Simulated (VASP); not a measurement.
Y:

```
Y
1.0
     3.31000    0.00000    0.00000
     0.00000    3.31000    0.00000
     0.00000    0.00000    3.31000
Y
1
Direct
  0.00000 0.00000 0.00000
```

This isn't the form of Y at room conditions, which is hcp.

| Item | Value |
| --- | --- |
| Program | VASP 6.6.1 |
| Task | relaxation of cell and atoms |
| Functional | PBEsol |
| Potentials or basis | VASP PAW PBE potentials, release 64 (Y_sv) |
| Cutoff | 500 eV |
| k mesh | 7 × 7 × 7 |
| Occupations | fermi-dirac, width 0.1 eV |
| Spin | no spin polarisation |

At the start: pressure -2.4 GPa; volume 36.26 Å³/atom.

**Question.** How do energy, volume and symmetry change on relaxing?

**Answer.** Over 3 steps the energy falls by 27.0 meV/atom and the volume is 32.90 Å³/atom (-9.3 %); space group Pm-3m (No. 221, to 0.1 Å) before and after.

Step by step:
```
step  energy change (eV)  largest force (eV/Å)  pressure (GPa)  volume (Å³)
   1              0.0000                0.0000           -2.39        36.26
   2             -0.0259                0.0000           -0.52        33.50
   3             -0.0270                0.0000           -0.02        32.90
```

Final structure:
```
CELL_PARAMETERS angstrom
3.20413 0.00000 0.00000
0.00000 3.20413 0.00000
0.00000 0.00000 3.20413
ATOMIC_POSITIONS crystal
Y 0.00000 0.00000 0.00000
```

Caveat: the PAW data sets were made with another functional, which shifts forces and pressure a little.
